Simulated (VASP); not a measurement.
**GaAs: single point with PBE**

The system is GaAs.

```
Ga As
1.0
     0.00000    2.83309    2.74809
     2.83309    0.00000    2.74809
     2.83309    2.83309    0.00000
Ga As
1 1
Direct
  0.00000 0.00000 0.00000
  0.25000 0.25000 0.25000
```

This cell differs from its parent crystal: uniaxial z strain -3.0%.

```
Program                : VASP 6.6.1
Task                   : single point
Functional             : PBE
Potentials or basis    : VASP PAW PBE potentials, release 64 (Ga_d, As)
Cutoff                 : 520 eV
k mesh                 : 8 × 8 × 8
Occupations            : fermi-dirac, width 0.02 eV
Spin                   : no spin polarisation
Dipole correction      : no
Further INCAR settings : ALGO = Normal; EDIFF = 1e-06; NBANDS = 16
```

* Pressure: 5.4 GPa
* Band gap on the k mesh: 0.58 eV, direct

Stress tensor (GPa, compression positive):
```
4.79 0.00 0.00
0.00 4.79 0.00
0.00 0.00 6.48
```

Levels at points of the mesh, in eV from the valence-band top:
| k point | band 7 | band 8 | band 9 | band 10 | band 11 | band 12 |
| --- | --- | --- | --- | --- | --- | --- |
| (0.00, 0.00, 0.00) | -0.17 | -0.17 | 0.00 | 0.58 | 3.57 | 3.65 |
| (0.50, 0.00, 0.00) | -6.88 | -1.41 | -1.17 | 0.94 | 4.42 | 4.66 |
| (0.50, 0.50, 0.00) | -6.92 | -3.01 | -3.01 | 1.18 | 1.33 | 10.25 |
| (0.50, 0.00, 0.50) | -7.11 | -2.81 | -2.79 | 1.37 | 1.63 | 10.10 |

It took 27 s on 1 thread of Intel(R) Xeon(R) Platinum 8559C (Emerald Rapids), on a shared host, peak memory 0.19 GiB.

Caveat: the cell differs from its parent crystal (uniaxial z strain -3.0%). A k mesh can miss the band edges.
